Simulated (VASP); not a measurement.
Wanted: the native input for a VASP 6.6.1 run.

- Task: single point
- Functional: PBE
- Potentials or basis: VASP PAW PBE potentials, release 64 (Pr_3, Ta_pv, H), 4f in core
- Cutoff: 500 eV
- k mesh: 18 × 18 × 8
- Occupations: gaussian, width 0.1 eV
- Spin: no spin polarisation
- Dipole correction: no
- Mended: yes
- Further INCAR settings: ALGO = Normal; EDIFF = 1e-06; NBANDS = 20

The structure of PrTaH2 lies in POSCAR:

```
PrTaH2
1.0
    3.2841863147      0.0000000000      0.0000000000
   -1.6420931573      2.8441887793      0.0000000000
    0.0000000000      0.0000000000      6.3973673546
Pr Ta H
1 1 2
Direct
    0.0000000000      0.0000000000      0.0894001087
    0.0000000000      0.0000000000      0.5707189267
    0.3333333333      0.6666666667      0.6393506773
    0.6666666667      0.3333333333      0.6393506773
```

The cell was built from a structure type or drawn by symmetry, and may not be a known phase.

The input as run:

INCAR

```
ALGO = Normal ; EDIFF = 1E-6
ENCUT = 500 ; GGA = PE
GGA_COMPAT = False ; ISIF = 2
ISMEAR = 0 ; LASPH = True
LCHARG = False ; LMAXMIX = 6
LREAL = False ; LWAVE = False
NBANDS = 20 ; NELM = 200
PREC = Accurate ; SIGMA = 0.1
```

KPOINTS

```
k-points
0
Gamma
  18 18 8
```

Potentials or basis: VASP PAW PBE potentials, release 64 (Pr_3, Ta_pv, H), 4f in core.

Command:

```sh
$ cat potpaw_PBE.64/Pr_3/POTCAR potpaw_PBE.64/Ta_pv/POTCAR potpaw_PBE.64/H/POTCAR > POTCAR
$ mpirun -np 1 vasp_std > vasp.out
```

Results of the run:

```yaml
Pressure: 0.1 GPa
Largest_force: 0.022 eV/Å
Band_gap_on_the_k_mesh: zero (bands 12 and 13 overlap by 1.47 eV)
```

Caveat: spin-orbit coupling is left out, which moves the levels of the heavy elements; the 4f electrons are frozen in the core, so they carry no moment and show no levels.

Run time: 110 s on 1 thread of Intel(R) Xeon(R) Platinum 8259CL CPU @ 2.50GHz (Skylake/Cascade Lake), on a shared host, peak memory 0.34 GiB.
